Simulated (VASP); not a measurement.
In, 1 atom in the cell. It takes space group Im-3m (No. 229, cubic). Conventional cell: a = 3.748 Å, b = 3.748 Å, c = 3.748 Å, α = 90.00°, β = 90.00°, γ = 90.00°. In (site symmetry m-3m) has 14 In at 3.25 to 3.75 Å within 4.3 Å. 

```yaml
Program: VASP 6.6.1
Task: single point
Functional: PBE
Dispersion: D4
Potentials_or_basis: VASP PAW PBE potentials, release 64 (In_d)
Cutoff: 520 eV
k_mesh: 10 × 10 × 10
Occupations: fermi-dirac, width 0.05 eV
Spin: no spin polarisation
Dipole_correction: no
Further_INCAR_settings: ALGO = Normal; EDIFF = 1e-06; NBANDS = 12
```

Potentials or basis: VASP PAW PBE potentials, release 64 (In_d).

Command:

```sh
$ cat potpaw_PBE.64/In_d/POTCAR > POTCAR
$ mpirun -np 1 vasp_std > vasp.out
```

Hardware: 1 thread of Intel Xeon 8259CL (shared host).

How long does it take, and how much memory?

Run time: 7.3 s on 1 thread of Intel Xeon 8259CL, with other jobs on the host, peak memory 0.14 GiB. Counts: scf iterations 10, k points 47.
